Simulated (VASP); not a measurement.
Write the native input for VASP 6.6.1 that does the following.

- Task: relaxation of cell and atoms
- Functional: PBE
- Potentials or basis: VASP PAW PBE potentials, release 64 (Ge_d, P)
- Cutoff: 600 eV
- k mesh: 12 × 12 × 12
- Occupations: gaussian, width 0.1 eV
- Spin: no spin polarisation
- Dipole correction: no
- Further INCAR settings: ALGO = Normal; EDIFF = 1e-07; IBRION = 2; EDIFFG = -0.01; NSW = 100; ISIF = 3

The structure of Ge2P lies in POSCAR:

```
Ge2P
1.0
    0.0000000000      3.1298525518      3.1298525518
    3.1298525518      0.0000000000      3.1298525518
    3.1298525518      3.1298525518      0.0000000000
Ge P
2 1
Direct
    0.2500000000      0.2500000000      0.2500000000
    0.7500000000      0.7500000000      0.7500000000
    0.0000000000      0.0000000000      0.0000000000
```

The cell was built from a structure type or drawn by symmetry, and may not be a known phase.

These files were run (other wordings do the same):

INCAR

```
PREC = Accurate
ENCUT = 600
EDIFF = 1E-7
ISMEAR = 0
SIGMA = 0.1
LREAL = False
LASPH = True
NELM = 60
ALGO = Normal
ISIF = 3
LWAVE = False
LCHARG = False
GGA = PE
IBRION = 2
NSW = 100
EDIFFG = -0.01
```

KPOINTS

```
regular mesh
0
Gamma
  12 12 12
```

Potentials or basis: VASP PAW PBE potentials, release 64 (Ge_d, P).

Launch:

```sh
$ cat potpaw_PBE.64/Ge_d/POTCAR potpaw_PBE.64/P/POTCAR > POTCAR
$ mpirun -np 1 vasp_std > vasp.out
```

Results of the run:

| Property | Result |
| --- | --- |
| Pressure after relaxing | 0.0 GPa |
| Band gap on the k mesh | zero (an odd number of electrons rules out a gap without spin polarisation) |

Caveat: the relaxation stopped at its first step, so nothing moved.

Run time: 100 s on 1 thread of Intel Xeon 8259CL, with other jobs on the host, peak memory 0.26 GiB.
